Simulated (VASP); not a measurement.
Ru: relaxation of cell and atoms with revPBE+D3(BJ)

The system is Ru.

```xyz
2
Lattice="2.7058 0.0000 0.0000 -1.3529 2.3433 0.0000 0.0000 0.0000 4.2819" Properties=species:S:1:pos:R:3 pbc="T T T"
Ru    1.3529    0.7811    3.2114
Ru    0.0000    1.5622    1.0705
```

```json
{"Program": "VASP 6.6.1", "Task": "relaxation of cell and atoms", "Functional": "revPBE", "Dispersion": "D3(BJ)", "Potentials or basis": "VASP PAW PBE potentials, release 64 (Ru_pv)", "Cutoff": "600 eV", "k mesh": "11 × 11 × 6", "Occupations": "fermi-dirac, width 0.05 eV", "Spin": "no spin polarisation", "Dipole correction": "no", "Further INCAR settings": "ALGO = Fast; EDIFF = 1e-06; IBRION = 2; EDIFFG = -0.01; NSW = 60; ISIF = 3"}
```

```yaml
Relaxed_volume: 13.29 Å³/atom
Relaxed_cell: a = 2.685 Å, b = 2.685 Å, c = 4.255 Å, α = 90.00°, β = 90.00°, γ = 120.00°
Space_group_after_relaxing_to_0.1_Å: P6_3/mmc (No. 194)
Energy_gained_by_relaxing: 6.4 meV/atom
Ionic_steps: 9
Pressure_after_relaxing: 0.0 GPa
Band_gap_on_the_k_mesh: zero (bands 14 and 15 overlap by 3.16 eV)
Dispersion_energy_per_atom: -1.208 eV
```

Step by step:
| step | energy change (eV) | largest force (eV/Å) | pressure (GPa) | volume (Å³) |
| --- | --- | --- | --- | --- |
| 1 | 0.0000 | 0.0000 | -6.93 | 27.15 |
| 2 | 0.1146 | 0.0000 | 26.18 | 24.91 |
| 3 | -0.0128 | 0.0000 | -0.12 | 26.59 |
| 4 | -0.0128 | 0.0000 | 0.00 | 26.58 |
| 5 | -0.0128 | 0.0000 | 0.15 | 26.56 |
| 6 | -0.0128 | 0.0000 | -0.44 | 26.60 |
| 7 | -0.0129 | 0.0000 | -0.11 | 26.58 |
| 8 | -0.0128 | 0.0000 | 0.21 | 26.56 |
| 9 | -0.0129 | 0.0000 | -0.03 | 26.57 |

Final structure:
```
CELL_PARAMETERS angstrom
2.68546 0.00000 0.00000
-1.34273 2.32568 0.00000
0.00000 0.00000 4.25456
ATOMIC_POSITIONS crystal
Ru 0.66667 0.33333 0.75000
Ru 0.33333 0.66667 0.25000
```

Levels at points of the mesh, in eV from the Fermi level:
| k point | band 12 | band 13 | band 14 | band 15 | band 16 | band 17 |
| --- | --- | --- | --- | --- | --- | --- |
| (0.00, 0.00, 0.00) | -1.91 | -1.91 | -1.36 | -1.36 | 1.29 | 1.29 |
| (0.00, 0.00, 0.50) | -2.78 | -2.71 | -2.71 | 0.63 | 0.63 | 0.63 |

Wall time 2.8 min on 1 thread of Intel Xeon 8259CL, on a shared host, peak memory 0.2 GiB.

Caveat: the PAW data sets were made with another functional, which shifts forces and pressure a little.
